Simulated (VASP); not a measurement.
# GaAs (F-43m) in VASP: further runs

The runs below take GaAs through single point, with r2SCAN, PBE, HSE06, PBE0.

All numbers are computed with VASP 6.6.1; they aren't measurements. Logs are shortened: lines on timing, memory, paths and dates and some standing lists are left out, and cuts for length are marked.

## Step 1: The cell of the first run

It takes space group F-43m (No. 216, cubic). Conventional cell: a = 5.666 Å, b = 5.666 Å, c = 5.666 Å, α = 90.00°, β = 90.00°, γ = 90.00°. Ga (site symmetry -43m) has 4 As at 2.45 Å within 3.2 Å. As (site symmetry -43m) has 4 Ga at 2.45 Å within 3.2 Å.

## Step 2: Single point, r2SCAN

Input file POSCAR:

```
GaAs
1.0
    0.0000000000      2.8330850957      2.8330850957
    2.8330850957      0.0000000000      2.8330850957
    2.8330850957      2.8330850957      0.0000000000
Ga As
1 1
Direct
    0.0000000000      0.0000000000      0.0000000000
    0.2500000000      0.2500000000      0.2500000000
```

Input file INCAR.step1:

```
PREC = Accurate
ENCUT = 520
ISMEAR = 0
SIGMA = 0.01
LREAL = False
LASPH = True
NELM = 80
NBANDS = 16
GGA = PE
ALGO = Normal
EDIFF = 1E-4
LWAVE = True
LCHARG = False
```

Input file INCAR.step2:

```
PREC = Accurate
ENCUT = 520
EDIFF = 1E-7
ISMEAR = 0
SIGMA = 0.01
LREAL = False
LASPH = True
NELM = 80
ALGO = Normal
ISIF = 2
LWAVE = False
LCHARG = False
METAGGA = R2SCAN
LMIXTAU = True
NBANDS = 16
ISTART = 1
```

Input file KPOINTS:

```
Automatic mesh
0
Gamma
  6 6 6
```

Potentials or basis: VASP PAW PBE potentials, release 64 (Ga_d, As).

Run with:

```sh
$ cat potpaw_PBE.64/Ga_d/POTCAR potpaw_PBE.64/As/POTCAR > POTCAR
$ cp INCAR.step1 INCAR
$ mpirun -np 1 vasp_std > vasp.out
$ cp INCAR.step2 INCAR
$ mpirun -np 1 vasp_std > vasp.out
```

OUTCAR:

```text
PREC = Accurate
   ENCUT = 520
   EDIFF = 1E-7
   ISMEAR = 0
   LREAL = False
   LASPH = True
   NELM = 80
   ISIF = 2
   METAGGA = R2SCAN
   ISTART = 1

 ion  position               nearest neighbor table
   1  0.000  0.000  0.000-   2 2.45   2 2.45   2 2.45   2 2.45
   2  0.250  0.250  0.250-   1 2.45   1 2.45   1 2.45   1 2.45

  LATTYP: Found a face centered cubic cell.
 ALAT       =     5.6661701914

  Lattice vectors:

 A1 = (   0.0000000000,   2.8330850957,   2.8330850957)
 A2 = (   2.8330850957,   0.0000000000,   2.8330850957)
 A3 = (   2.8330850957,   2.8330850957,   0.0000000000)

Analysis of symmetry for initial positions (statically):
=====================================================================
 Subroutine PRICEL returns:
 Original cell was already a primitive cell.

 Routine SETGRP: Setting up the symmetry group for a
 face centered cubic supercell.

 Subroutine GETGRP returns: Found 24 space group operations
 (whereof 24 operations were pure point group operations)
 out of a pool of 48 trial point group operations.

The static configuration has the point symmetry T_d .

Analysis of symmetry for dynamics (positions and initial velocities):
=====================================================================
 Subroutine PRICEL returns:
 Original cell was already a primitive cell.

 Routine SETGRP: Setting up the symmetry group for a
 face centered cubic supercell.

 Subroutine GETGRP returns: Found 24 space group operations
 (whereof 24 operations were pure point group operations)
 out of a pool of 48 trial point group operations.

The dynamic configuration has the point symmetry T_d .

 Subroutine INISYM returns: Found 24 space group operations
 (whereof 24 operations are pure point group operations),
 and found     1 'primitive' translations

----------------------------------------------------------------------------------------

                                     Primitive cell

  volume of cell :      45.4788

  direct lattice vectors                    reciprocal lattice vectors
     0.000000000  2.833085096  2.833085096    -0.176486051  0.176486051  0.176486051
     2.833085096  0.000000000  2.833085096     0.176486051 -0.176486051  0.176486051
     2.833085096  2.833085096  0.000000000     0.176486051  0.176486051 -0.176486051

  length of vectors
     4.006587366  4.006587366  4.006587366     0.305682807  0.305682807  0.305682807

  position of ions in fractional coordinates (direct lattice)
     0.000000000  0.000000000  0.000000000
     0.250000000  0.250000000  0.250000000

  ion indices of the primitive-cell ions
   primitive index   ion index
                 1           1
                 2           2

----------------------------------------------------------------------------------------

 KPOINTS: Automatic mesh

Automatic generation of k-mesh.
 Grid dimensions read from file:
 generate k-points for:    6    6    6

 Generating k-lattice:

  Cartesian coordinates                     Fractional coordinates (reciprocal lattice)
    -0.029414342  0.029414342  0.029414342     0.166666667  0.000000000  0.000000000
     0.029414342 -0.029414342  0.029414342     0.000000000  0.166666667  0.000000000
     0.029414342  0.029414342 -0.029414342     0.000000000  0.000000000  0.166666667

  Length of vectors
     0.050947134  0.050947134  0.050947134

  Shift w.r.t. Gamma in fractional coordinates (k-lattice)
     0.000000000  0.000000000  0.000000000

 Subroutine IBZKPT returns following result:
 ===========================================

 Found     16 irreducible k-points:

 Following reciprocal coordinates:
            Coordinates               Weight
  0.000000  0.000000  0.000000      1.000000
  0.166667  0.000000  0.000000      8.000000
  0.333333  0.000000  0.000000      8.000000
  0.500000  0.000000  0.000000      4.000000
  0.166667  0.166667  0.000000      6.000000
  0.333333  0.166667  0.000000     24.000000
[... 8 lines left out ...]
 -0.333333  0.333333  0.166667     24.000000
 -0.333333  0.500000  0.166667     12.000000
   k-points           NKPTS =     16   k-points in BZ     NKDIM =     16   number of bands    NBANDS=     16
   number of dos      NEDOS =    301   number of ions     NIONS =      2
   total plane-waves  NPLWV =  27000
   dimension x,y,z NGX =    30 NGY =   30 NGZ =   30
   dimension x,y,z NGXF=    60 NGYF=   60 NGZF=   60
   ions per type =               1   1
   NGX,Y,Z   is equivalent  to a cutoff of  12.45, 12.45, 12.45 a.u.
   NGXF,Y,Z  is equivalent  to a cutoff of  24.90, 24.90, 24.90 a.u.
 SYSTEM =  unknown system
   PREC   = accura    normal or accurate (medium, high low for compatibility)
   ISTART =      1    job   : 0-new  1-cont  2-samecut
   ICHARG =      0    charge: 1-file 2-atom 10-const
   ISPIN  =      1    spin polarized calculation?
   LNONCOLLINEAR =      F non collinear calculations
   LSORBIT =      F    spin-orbit coupling
   LASPH  =      T    aspherical Exc in radial PAW
   ENCUT  =  520.0 eV  38.22 Ry    6.18 a.u.   7.45  7.45  7.45*2*pi/ulx,y,z
   NELM   =     80;   NELMIN=  2; NELMDL=  0     # of ELM steps
   EDIFF  = 0.1E-06   stopping-criterion for ELM
   LREAL  =      F    real-space projection
   EDIFFG = 0.1E-05   stopping-criterion for IOM
   NSW    =      0    number of steps for IOM
   IBRION =     -1    ionic relax: 0-MD 1-quasi-New 2-CG
   NFREE  =      0    steps in history (QN), initial steepest desc. (CG)
   ISIF   =      2    stress and relaxation
   ISYM   =      2    0-nonsym 1-usesym 2-fastsym
   POTIM  = 0.5000    time-step for ionic-motion
   TEBEG  =    0.0;   TEEND  =   0.0 temperature during run
   PSTRESS=    0.0 pullay stress
   NELECT =      18.0000    total number of electrons
   NUPDOWN=      -1.0000    fix difference up-down
   EMIN   =  10.00;   EMAX   =-10.00  energy-range for DOS
   EFERMI =   0.00;   METHOD = LEGACY
   ISMEAR =     0;   SIGMA  =   0.01  broadening in eV -4-tet -1-fermi 0-gaus
   EFERMI_NEDOS =   21; number of points for ismear=-14 and -15
   IALGO  =     38    algorithm
   IMIX   =      4    mixing-type and parameters
     AMIX     =   0.40;   BMIX     =  1.00
     AMIX_MAG =   1.60;   BMIX_MAG =  1.00
  volume/ion in A,a.u.               =      22.74       153.45
  Fermi-wavevector in a.u.,A,eV,Ry     =   1.201977  2.271407 19.656990  1.444748
  Thomas-Fermi vector in A             =   2.337771
   LORBIT       =      0    0 simple, 1 ext, 2 COOP (PROOUT), +10 PAW based schemes
   METAGGA = R2SCAN    functional components
   LHFCALC =     F    Hartree Fock is set to
   AEXX    =    0.0000 exact exchange contribution
   IVDW    =     0    specifies the selected vdW correction
   LEPSILON=     F    determine dielectric tensor
   LRPA    =     F    only Hartree local field effects (RPA)
 non-spin polarized calculation
 Gauss-broadening in eV      SIGMA  =   0.01
  energy-cutoff  :      520.00
  volume of cell :       45.48
 maximum number of plane-waves:      1243
 NGX is ok and might be reduce to    30
   NGX = 15   NGY = 15   NGZ = 15

 number of electron      17.9999990 magnetization

 Free energy of the ion-electron system (eV)
  ---------------------------------------------------
  ext. energy  EPLUGINS =         0.00000000
  ---------------------------------------------------
  free energy    TOTEN  =       -27.03619834 eV

  energy without entropy =      -27.03619834  energy(sigma->0) =      -27.03619834

 E-fermi :   3.7078     XC(G=0): -10.2209

 val. band max:        3.6233892572   @ k =   0.0000   0.0000   0.0000
 cond. band min:       4.5656151939   @ k =   0.0000   0.0000   0.0000
 fundamental gap:      0.9422259367
 Fermi energy:         3.7077678068

 k-point     1 :       0.0000    0.0000    0.0000
  band No.  band energies     occupation
      1     -11.6099      2.00000
      2     -11.6099      2.00000
      3     -11.6099      2.00000
      4     -11.5223      2.00000
      5     -11.5223      2.00000
      6      -9.5378      2.00000
[... 8 lines left out ...]
     15      14.2347      0.00000
     16      14.2347      0.00000

 k-point     2 :       0.1667    0.0000    0.0000
  band No.  band energies     occupation
      1     -11.6346      2.00000
      2     -11.6037      2.00000
      3     -11.6036      2.00000
      4     -11.5224      2.00000
      5     -11.5224      2.00000
      6      -9.2035      2.00000
[... 8 lines left out ...]
     15      13.1743      0.00000
     16      13.1994      0.00000

 k-point     3 :       0.3333    0.0000    0.0000
  band No.  band energies     occupation
      1     -11.6768      2.00000
      2     -11.5931      2.00000
      3     -11.5931      2.00000
      4     -11.5207      2.00000
      5     -11.5207      2.00000
      6      -8.3441      2.00000
[... 8 lines left out ...]
     15      13.8317      0.00000
     16      13.8318      0.00000

 k-point     4 :       0.5000    0.0000    0.0000
  band No.  band energies     occupation
      1     -11.6955      2.00000
      2     -11.5891      2.00000
      3     -11.5890      2.00000
      4     -11.5185      2.00000
      5     -11.5185      2.00000
      6      -7.7066      2.00000
[... 8 lines left out ...]
     15      16.1502      0.00000
     16      16.1502      0.00000
[... 172 lines left out ...]
 k-point    14 :       0.5000    0.3333    0.1667
  band No.  band energies     occupation
      1     -11.7020      2.00000
      2     -11.5808      2.00000
      3     -11.5740      2.00000
      4     -11.5329      2.00000
      5     -11.5160      2.00000
      6      -7.6568      2.00000
[... 8 lines left out ...]
     15      15.3826      0.00000
     16      17.4591      0.00000

 k-point    15 :      -0.3333    0.3333    0.1667
  band No.  band energies     occupation
      1     -11.7102      2.00000
      2     -11.5797      2.00000
      3     -11.5687      2.00000
      4     -11.5305      2.00000
      5     -11.5184      2.00000
      6      -7.1360      2.00000
[... 8 lines left out ...]
     15      16.5076      0.00000
     16      17.0015      0.00000

 k-point    16 :      -0.3333    0.5000    0.1667
  band No.  band energies     occupation
      1     -11.7193      2.00000
      2     -11.5716      2.00000
      3     -11.5619      2.00000
      4     -11.5380      2.00000
      5     -11.5147      2.00000
      6      -6.8949      2.00000
[... 8 lines left out ...]
     15      16.4484      0.00000
     16      17.7303      0.00000

------------------------ aborting loop because EDIFF is reached ----------------------------------------

  FORCE on cell =-STRESS in cart. coord.  units (eV):
  Direction    XX          YY          ZZ          XY          YZ          ZX
  --------------------------------------------------------------------------------------
  -------------------------------------------------------------------------------------
  Total        0.0328616      0.0328616      0.0328616      0.0000000      0.0000000     -0.0000000
  in kB        1.1576854      1.1576854      1.1576854      0.0000000      0.0000000     -0.0000000
  external PRESSURE =       1.1576854 kB  Pullay stress =       0.0000000 kB

 VOLUME and BASIS-vectors are now :
 -----------------------------------------------------------------------------
  energy-cutoff  :      520.00
  volume of cell :       45.48
      direct lattice vectors                 reciprocal lattice vectors
     0.000000000  2.833085096  2.833085096    -0.176486051  0.176486051  0.176486051
     2.833085096  0.000000000  2.833085096     0.176486051 -0.176486051  0.176486051
     2.833085096  2.833085096  0.000000000     0.176486051  0.176486051 -0.176486051

 POSITION                                       TOTAL-FORCE (eV/Angst)
 -----------------------------------------------------------------------------------
      0.00000      0.00000      0.00000         0.000000      0.000000      0.000000
      1.41654      1.41654      1.41654        -0.000000     -0.000000     -0.000000
 -----------------------------------------------------------------------------------
    total drift:                                0.000001      0.000001      0.000001

  FREE ENERGIE OF THE ION-ELECTRON SYSTEM (eV)
  ---------------------------------------------------
  free  energy   TOTEN  =       -27.0361983419 eV

  energy  without entropy=      -27.0361983419  energy(sigma->0) =      -27.03619834
```

Run time: 46 s. Hardware: 1 thread of Intel Xeon 6975P-C (Granite Rapids), shared host; peak memory 0.17 GiB.

Results:

| Property | Result |
| --- | --- |
| Free energy | -27.0362 eV |
| Pressure | 0.1 GPa |
| Band gap on the k mesh | 0.94 eV, direct |

Caveat: the PAW data sets were made with another functional, which shifts forces and pressure a little. r2SCAN opens gaps a little over a GGA but as a rule still falls short of measured ones.

[end of part 1 of 3]
